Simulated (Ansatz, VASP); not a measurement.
**BN in VASP and in Ansatz**

```
CELL_PARAMETERS angstrom
2.51162 0.00000 0.00000
-1.25581 2.17513 0.00000
0.00000 0.00000 8.42037
ATOMIC_POSITIONS crystal
B 0.33333 0.66667 0.25000
B 0.66667 0.33333 0.75000
N 0.33333 0.66667 0.75000
N 0.66667 0.33333 0.25000
```

Alike in both runs: functional PBE; k mesh 12 × 12 × 4; occupations gaussian, width 0.02 eV; no spin polarisation.

Ansatz relaxed the structure, and its values are those at the end. VASP's run is a single point on that final structure, the one shown.

```csv
,VASP,Ansatz
version,VASP 6.6.1,Ansatz 0.2.0
potentials or method,"VASP PAW PBE potentials, release 64 (B, N), cutoff 520 eV","scalar-relativistic, plane waves, PAW"
valence electrons in the cell,16,16
```

VASP gave:

| Quantity | Value |
| --- | --- |
| gap on the k mesh at the Fermi level (eV) | 4.38 |
| least direct gap on the mesh (eV) | 4.66 |
| pressure (GPa) | 0.2 |

Q: Estimate Ansatz's values.

A: gap on the k mesh at the Fermi level (eV): 4.38; least direct gap on the mesh (eV): 4.66; pressure (GPa): 0.0.
